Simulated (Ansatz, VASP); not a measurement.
## Cs: VASP beside Ansatz

INCAR

```
  PREC = Accurate
  ENCUT = 520
  EDIFF = 1E-7
  ISMEAR = 1
  SIGMA = 0.3
  LREAL = False
  LASPH = True
  NELM = 100
  ALGO = Normal
  ISIF = 2
  LWAVE = False
  LCHARG = False
  GGA = PE
  NBANDS = 10
```

File KPOINTS:

```
Automatic mesh
0
Gamma
  7 7 7
```

The input POSCAR:

```
Cs
1.0
   -3.0771709509      3.0771709509      3.0771709509
    3.0771709509     -3.0771709509      3.0771709509
    3.0771709509      3.0771709509     -3.0771709509
Cs
1
Direct
    0.0000000000      0.0000000000      0.0000000000
```

Input for Ansatz:

```yaml
crystal:
  lattice:
    - [-3.0771709509, 3.0771709509, 3.0771709509]
    - [3.0771709509, -3.0771709509, 3.0771709509]
    - [3.0771709509, 3.0771709509, -3.0771709509]
  atoms:
    - { symbol: Cs, position: [0.0, 0.0, 0.0] }
hamiltonian:
  xc: pbe
  pseudopotentials:
    kind: paw
    azcp:
      Cs: "pseudopotentials/Cs.paw.azcp"
basis:
  ecutwfc: 420
  fft_grid_basis: typed
kpoints:
  mp_grid: { grid: [7, 7, 7], shift: [0, 0, 0] }
magnetization:
  spin_polarized: false
scf:
  occupations: { method: methfessel_paxton, width: 0.3 }
  lower_state_search: "off"
output:
  stress: true
  write_density: true
  write_potential: true
  elf: true
  volumetric_format: npy
```

Alike in both runs: task single point; functional PBE; k mesh 7 × 7 × 7; occupations methfessel-paxton of order 1, width 0.3 eV; no spin polarisation.

|  | VASP | Ansatz |
| --- | --- | --- |
| version | VASP 6.6.1 | Ansatz 0.2.0 |
| potentials or method | VASP PAW PBE potentials, release 64 (Cs_sv), cutoff 520 eV | plane waves (420 eV) with PAW, scalar-relativistic |
| valence electrons in the cell | 9 | 9 |

```csv
,VASP,Ansatz,Ansatz less VASP
pressure (GPa),0.0,0.0,+0.01
```

Neither program's run includes spin-orbit coupling.
